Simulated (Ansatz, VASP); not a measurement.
## Cd2HgSe3: VASP beside Ansatz

Contents of INCAR:

```
ALGO = Normal
EDIFF = 1E-6
ENCUT = 520
GGA = PE
ISIF = 2
ISMEAR = 0
LASPH = T
LCHARG = F
LREAL = F
LWAVE = F
NBANDS = 36
NELM = 100
PREC = Accurate
SIGMA = 0.1
```

KPOINTS

```
k-points
0
Gamma
  6 6 2
```

POSCAR

```
Cd2HgSe3
1.0
    4.3989727000      0.0000000000      0.0000000000
   -2.1994864000      3.8096221000      0.0000000000
    0.0000000000      0.0000000000     10.7575740000
Cd Hg Se
2 1 3
Direct
    0.0000000000      0.0000000000      0.0014780000
    0.6666667000      0.3333333000      0.3330290000
    0.3333333000      0.6666667000      0.6661340000
    0.6666667000      0.3333333000      0.0831190000
    0.3333333000      0.6666667000      0.4144460000
    0.0000000000      0.0000000000      0.7517930000
```

Input for Ansatz:

```yaml
crystal:
  lattice:
    - [4.3989727, 0.0, 0.0]
    - [-2.1994864, 3.8096221, 0.0]
    - [0.0, 0.0, 10.757574]
  atoms:
    - { symbol: Cd, position: [0.0, 0.0, 0.001478] }
    - { symbol: Cd, position: [0.6666667, 0.3333333, 0.333029] }
    - { symbol: Hg, position: [0.3333333, 0.6666667, 0.666134] }
    - { symbol: Se, position: [0.6666667, 0.3333333, 0.083119] }
    - { symbol: Se, position: [0.3333333, 0.6666667, 0.414446] }
    - { symbol: Se, position: [0.0, 0.0, 0.751793] }
basis:
  ecutwfc: 420
kpoints:
  mp_grid: { grid: [6, 6, 2] }
hamiltonian:
  xc: pbe
scf:
  occupations: { method: gaussian, width: 0.1 }
  lower_state_search: "off"
output:
  forces: true
  stress: true
  eigenvalues: true
```

Alike in both runs: task single point; functional PBE; k mesh 6 × 6 × 2; occupations gaussian, width 0.1 eV; no spin polarisation.

|  | VASP | Ansatz |
| --- | --- | --- |
| version | VASP 6.6.1 | Ansatz 0.2.0 |
| potentials or method | VASP PAW PBE potentials, release 64 (Cd, Hg, Se), cutoff 520 eV | scalar-relativistic, plane waves, PAW |
| valence electrons in the cell | 54 | 108 |

VASP gave:

| Item | Value |
| --- | --- |
| gap on the k mesh at the Fermi level (eV) | none |
| pressure (GPa) | 0.3 |

Question: What did Ansatz give for the same quantities?

Answer: gap on the k mesh at the Fermi level (eV): none; pressure (GPa): 0.0.

A gap of «none» marks a metal or a gap that the smearing closes. The functional is the same, so the differences come from potentials, cutoffs and numerics. VASP's potentials hold 54 valence electrons a cell and Ansatz's 108, so a difference there can come from the potentials and not from the codes.

Neither program's run includes spin-orbit coupling.
